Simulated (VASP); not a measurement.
# CdO2 (Pa-3) in VASP: settings compared

Aim: see how the results for CdO2 move with the level of theory and the settings. Levels: PBEsol, r2SCAN+rVV10. Tasks: single point, relaxation of cell and atoms.

All numbers are computed with VASP 6.6.1; they aren't measurements. Logs are shortened: lines on timing, memory, paths and dates and some standing lists are left out, and cuts for length are marked.

### 1 The cell of the first run

Symmetry: Pa-3, No. 205, cubic system. Conventional cell: a = 5.299 Å, b = 5.299 Å, c = 5.299 Å, α = 90.00°, β = 90.00°, γ = 90.00°. Cd (site symmetry -3) has 6 O at 2.30 Å within 3.0 Å. O (site symmetry 3) has 1 O at 1.48 Å within 2.0 Å.

### 2 Single point, PBEsol

INCAR

```
  PREC = Accurate
  ENCUT = 600
  EDIFF = 1E-6
  ISMEAR = -1
  SIGMA = 0.03
  LREAL = F
  LASPH = T
  NELM = 120
  ALGO = Normal
  ISIF = 2
  LWAVE = F
  LCHARG = F
  GGA = PS
  NBANDS = 60
  GGA_COMPAT = F
```

KPOINTS

```
regular mesh
0
Gamma
  4 4 4
```

POSCAR

```
CdO2
1.0
    5.2993032228      0.0000000000      0.0000000000
    0.0000000000      5.2993032228      0.0000000000
    0.0000000000      0.0000000000      5.2993032228
Cd O
4 8
Direct
    0.5000000000      0.0000000000      0.0000000000
    0.0000000000      0.0000000000      0.5000000000
    0.0000000000      0.5000000000      0.0000000000
    0.5000000000      0.5000000000      0.5000000000
    0.0805512990      0.4194487010      0.5805512990
    0.4194487010      0.5805512990      0.0805512990
    0.5805512990      0.0805512990      0.4194487010
    0.9194487010      0.9194487010      0.9194487010
    0.0805512990      0.0805512990      0.0805512990
    0.4194487010      0.9194487010      0.5805512990
    0.5805512990      0.4194487010      0.9194487010
    0.9194487010      0.5805512990      0.4194487010
```

Potentials or basis: VASP PAW PBE potentials, release 64 (Cd, O).

Run with:

```
$ cat potpaw_PBE.64/Cd/POTCAR potpaw_PBE.64/O/POTCAR > POTCAR
$ mpirun -np 1 vasp_std > vasp.out
```

OUTCAR:

```text
PREC = Accurate
   ENCUT = 600
   EDIFF = 1E-6
   ISMEAR = -1
   LREAL = F
   LASPH = T
   NELM = 120
   ISIF = 2
   GGA = PS

 ion  position               nearest neighbor table
   1  0.500  0.000  0.000-   6 2.30   8 2.30   9 2.30  11 2.30  10 2.30   7 2.30   2 3.75   3 3.75
                             4 3.75   2 3.75   4 3.75   3 3.75   4 3.75   4 3.75   2 3.75   3 3.75
   2  0.000  0.000  0.500-   5 2.30   7 2.30  10 2.30  12 2.30   8 2.30   9 2.30   1 3.75   3 3.75
                             4 3.75   1 3.75   3 3.75   3 3.75   4 3.75   3 3.75   1 3.75   4 3.75
   3  0.000  0.500  0.000-   6 2.30   8 2.30   9 2.30  11 2.30   5 2.30  12 2.30   1 3.75   2 3.75
                             4 3.75   2 3.75   4 3.75   1 3.75   2 3.75   2 3.75   1 3.75   4 3.75
   4  0.500  0.500  0.500-   5 2.30   7 2.30  10 2.30  12 2.30  11 2.30   6 2.30   1 3.75   2 3.75
                             3 3.75   1 3.75   3 3.75   1 3.75   2 3.75   1 3.75   2 3.75   3 3.75
   5  0.081  0.419  0.581-  12 1.48   4 2.30   2 2.30   3 2.30
   6  0.419  0.581  0.081-  11 1.48   3 2.30   1 2.30   4 2.30
   7  0.581  0.081  0.419-  10 1.48   4 2.30   2 2.30   1 2.30
   8  0.919  0.919  0.919-   9 1.48   3 2.30   1 2.30   2 2.30
   9  0.081  0.081  0.081-   8 1.48   3 2.30   1 2.30   2 2.30
  10  0.419  0.919  0.581-   7 1.48   4 2.30   2 2.30   1 2.30
  11  0.581  0.419  0.919-   6 1.48   3 2.30   1 2.30   4 2.30
  12  0.919  0.581  0.419-   5 1.48   4 2.30   2 2.30   3 2.30

  LATTYP: Found a simple cubic cell.
 ALAT       =     5.2993032228

  Lattice vectors:

 A1 = (   5.2993032228,   0.0000000000,   0.0000000000)
 A2 = (   0.0000000000,   5.2993032228,   0.0000000000)
 A3 = (   0.0000000000,   0.0000000000,   5.2993032228)

Analysis of symmetry for initial positions (statically):
=====================================================================
 Subroutine PRICEL returns:
 Original cell was already a primitive cell.

 Routine SETGRP: Setting up the symmetry group for a
 simple cubic supercell.

 Subroutine GETGRP returns: Found 24 space group operations
 (whereof  6 operations were pure point group operations)
 out of a pool of 48 trial point group operations.

The static configuration has the point symmetry S_6 .
 The point group associated with its full space group is T_h .

Analysis of symmetry for dynamics (positions and initial velocities):
=====================================================================
 Subroutine PRICEL returns:
 Original cell was already a primitive cell.

 Routine SETGRP: Setting up the symmetry group for a
 simple cubic supercell.
[... 124 lines left out ...]
   NUPDOWN=      -1.0000    fix difference up-down
   EMIN   =  10.00;   EMAX   =-10.00  energy-range for DOS
   EFERMI =   0.00;   METHOD = LEGACY
   ISMEAR =    -1;   SIGMA  =   0.03  broadening in eV -4-tet -1-fermi 0-gaus
   EFERMI_NEDOS =   21; number of points for ismear=-14 and -15
   IALGO  =     38    algorithm
   IMIX   =      4    mixing-type and parameters
     AMIX     =   0.40;   BMIX     =  1.00
     AMIX_MAG =   1.60;   BMIX_MAG =  1.00
  volume/ion in A,a.u.               =      12.40        83.69
  Fermi-wavevector in a.u.,A,eV,Ry     =   1.414533  2.673080 27.223953  2.000904
  Thomas-Fermi vector in A             =   2.536065
   LORBIT       =      0    0 simple, 1 ext, 2 COOP (PROOUT), +10 PAW based schemes
   GGA     = PS    functional components
   LHFCALC =     F    Hartree Fock is set to
   AEXX    =    0.0000 exact exchange contribution
   IVDW    =     0    specifies the selected vdW correction
   LEPSILON=     F    determine dielectric tensor
   LRPA    =     F    only Hartree local field effects (RPA)
 non-spin polarized calculation
  energy-cutoff  :      600.00
  volume of cell :      148.82
 maximum number of plane-waves:      4982
   NGX = 21   NGY = 21   NGZ = 21

 number of electron      96.0000001 magnetization

 Free energy of the ion-electron system (eV)
  ---------------------------------------------------
  ext. energy  EPLUGINS =         0.00000000
  ---------------------------------------------------
  free energy    TOTEN  =       -53.10426036 eV

  energy without entropy =      -53.10426036  energy(sigma->0) =      -53.10426036

 E-fermi :   3.0125     XC(G=0): -11.2025

 val. band max:        2.3576140862   @ k =   0.0000   0.0000   0.0000
 cond. band min:       3.6551885985   @ k =   0.2500   0.0000   0.0000
 fundamental gap:      1.2975745123
 Fermi energy:         3.0125338263

 k-point     1 :       0.0000    0.0000    0.0000
  band No.  band energies     occupation
      1     -19.6525      2.00000
      2     -19.3201      2.00000
      3     -19.3201      2.00000
      4     -19.3201      2.00000
      5     -13.1859      2.00000
      6     -13.1859      2.00000
[... 682 lines left out ...]
     59       7.8712      0.00000
     60       7.8712      0.00000

------------------------ aborting loop because EDIFF is reached ----------------------------------------

  FORCE on cell =-STRESS in cart. coord.  units (eV):
  Direction    XX          YY          ZZ          XY          YZ          ZX
  --------------------------------------------------------------------------------------
  -------------------------------------------------------------------------------------
  Total        1.0123418      1.0123418      1.0123418      0.0000000     -0.0000000      0.0000000
  in kB       10.8988692     10.8988692     10.8988692      0.0000000     -0.0000000      0.0000000
  external PRESSURE =      10.8988692 kB  Pullay stress =       0.0000000 kB

 VOLUME and BASIS-vectors are now :
 -----------------------------------------------------------------------------
  energy-cutoff  :      600.00
  volume of cell :      148.82
      direct lattice vectors                 reciprocal lattice vectors
     5.299303223  0.000000000  0.000000000     0.188704054  0.000000000  0.000000000
     0.000000000  5.299303223  0.000000000     0.000000000  0.188704054  0.000000000
     0.000000000  0.000000000  5.299303223     0.000000000  0.000000000  0.188704054

 POSITION                                       TOTAL-FORCE (eV/Angst)
 -----------------------------------------------------------------------------------
      2.64965      0.00000      0.00000         0.000000     -0.000000      0.000000
      0.00000      0.00000      2.64965         0.000000     -0.000000      0.000000
      0.00000      2.64965      0.00000         0.000000     -0.000000      0.000000
      2.64965      2.64965      2.64965         0.000000     -0.000000      0.000000
      0.42687      2.22279      3.07652         0.078633     -0.078633      0.078633
      2.22279      3.07652      0.42687        -0.078633      0.078633      0.078633
      3.07652      0.42687      2.22279         0.078633      0.078633     -0.078633
      4.87244      4.87244      4.87244        -0.078633     -0.078633     -0.078633
      0.42687      0.42687      0.42687         0.078633      0.078633      0.078633
      2.22279      4.87244      3.07652        -0.078633     -0.078633      0.078633
      3.07652      2.22279      4.87244         0.078633     -0.078633     -0.078633
      4.87244      3.07652      2.22279        -0.078633      0.078633     -0.078633
 -----------------------------------------------------------------------------------
    total drift:                                0.000000      0.000000      0.000000

  FREE ENERGIE OF THE ION-ELECTRON SYSTEM (eV)
  ---------------------------------------------------
  free  energy   TOTEN  =       -53.1042603553 eV

  energy  without entropy=      -53.1042603552  energy(sigma->0) =      -53.10426036
```

stdout:

```text
POSCAR found type information on POSCAR CdO
 POSCAR found :  2 types and      12 ions
 scaLAPACK will be used
 -----------------------------------------------------------------------------
|                                                                             |
|                                                                             |
|     You enforced a specific xc type in the INCAR file but a different       |
|     I HOPE YOU KNOW WHAT YOU ARE DOING!                                     |
|                                                                             |
 -----------------------------------------------------------------------------

 LDA part: xc-table for (Slater+PW92), standard interpolation
 POSCAR, INCAR and KPOINTS ok, starting setup
 FFT: planning ... GRIDC
 FFT: planning ... GRID_SOFT
 FFT: planning ... GRID
 WAVECAR not read
 entering main loop
```

Run time: 77 s. Hardware: 1 thread of Oxide Virtual Turin-like, shared host; peak memory 0.26 GiB.

What came out:

| Item | Value |
| --- | --- |
| Free energy | -53.1043 eV |
| Pressure | 1.1 GPa |
| Largest force | 0.136 eV/Å |
| Band gap on the k mesh | 1.30 eV (least direct gap 1.34 eV) |

Forces in eV/Å, atoms in the order of the input:
```
Cd   0.000  0.000  0.000
Cd   0.000  0.000  0.000
Cd   0.000  0.000  0.000
Cd   0.000  0.000  0.000
O    0.079 -0.079  0.079
O   -0.079  0.079  0.079
O    0.079  0.079 -0.079
O   -0.079 -0.079 -0.079
O    0.079  0.079  0.079
O   -0.079 -0.079  0.079
O    0.079 -0.079 -0.079
O   -0.079  0.079 -0.079
```

Caveat: the PAW data sets were made with another functional, which shifts forces and pressure a little.

(Continued in part 2 of 2.)
